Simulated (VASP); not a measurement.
Set up this calculation in VASP 6.6.1, as the native input.

```yaml
Task: single point
Functional: PBE
Potentials_or_basis: VASP PAW PBE potentials, release 64 (P)
Cutoff: 520 eV
k_mesh: 14 × 14 × 14
Occupations: fermi-dirac, width 0.1 eV
Spin: no spin polarisation
Dipole_correction: no
Further_INCAR_settings: ALGO = Normal; EDIFF = 1e-06; NBANDS = 8
```

The structure of P lies in POSCAR:

```
P
1.0
    2.5377449243      0.0000000000      0.0000000000
    0.0000000000      2.5377449243      0.0000000000
    0.0000000000      0.0000000000      2.5377449243
P
1
Direct
    0.0000000000      0.0000000000      0.0000000000
```

This cell differs from its parent crystal: volume scaled by 1.12.

The input as run:

INCAR

```
ALGO = Normal
EDIFF = 1E-6
ENCUT = 520
GGA = PE
ISIF = 2
ISMEAR = -1
LASPH = True
LCHARG = False
LREAL = False
LWAVE = False
NBANDS = 8
NELM = 60
PREC = Accurate
SIGMA = 0.1
```

KPOINTS

```
k-points
0
Gamma
  14 14 14
```

Potentials or basis: VASP PAW PBE potentials, release 64 (P).

The run is started by

```bash
$ cat potpaw_PBE.64/P/POTCAR > POTCAR
$ mpirun -np 1 vasp_std > vasp.out
```

It gave:

The pressure is -9.4 GPa.

Wall time 7.4 s on 1 thread of AMD EPYC 7R13 Processor (Zen 3), with other jobs on the host, peak memory 0.09 GiB.
